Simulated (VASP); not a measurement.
CrMo3:

```
Cr Mo
1.0
     3.79456    0.00000    0.00000
     0.00000    3.79456    0.00000
     0.00000    0.00000    3.79456
Cr Mo
1 3
Direct
  0.00000 0.00000 0.00000
  0.00000 0.50000 0.50000
  0.50000 0.00000 0.50000
  0.50000 0.50000 0.00000
```

| Property | Result |
| --- | --- |
| Program | VASP 6.6.1 |
| Task | relaxation of cell and atoms |
| Functional | PBE |
| Potentials or basis | VASP PAW PBE potentials, release 64 (Cr_pv, Mo_sv) |
| Cutoff | 600 eV |
| k mesh | 4 × 4 × 4 |
| Occupations | gaussian, width 0.1 eV |
| Spin | collinear spin, ferromagnetic start |
| Starting moments | [0.19, 0.0, 0.0, 0.0] μB |

At the start: pressure 29.3 GPa; volume 13.66 Å³/atom.

Problem. Where does the relaxation end?

Solution. Over 4 steps the energy falls by 125.5 meV/atom and the volume is 15.14 Å³/atom (+10.9 %); space group Pm-3m (No. 221, to 0.1 Å) before and after; moment 0.00 μB per cell.

The path:
| step | energy change (eV) | largest force (eV/Å) | pressure (GPa) | volume (Å³) |
| --- | --- | --- | --- | --- |
| 1 | 0.0000 | 0.0000 | 29.32 | 54.64 |
| 2 | 1.6535 | 0.0000 | -33.58 | 76.88 |
| 3 | -0.4997 | 0.0000 | -1.69 | 60.97 |
| 4 | -0.5018 | 0.0000 | -0.11 | 60.57 |

Final structure:
```
Cr Mo
1.0
     3.92725    0.00000    0.00000
     0.00000    3.92725    0.00000
     0.00000    0.00000    3.92725
Cr Mo
1 3
Cartesian
  0.0000 0.0000 0.0000
  0.0000 1.9636 1.9636
  1.9636 0.0000 1.9636
  1.9636 1.9636 0.0000
```

Caveat: the k points lie up to 0.40 Å⁻¹ apart in the final cell, too coarse for converged energies and pressures of a metal.
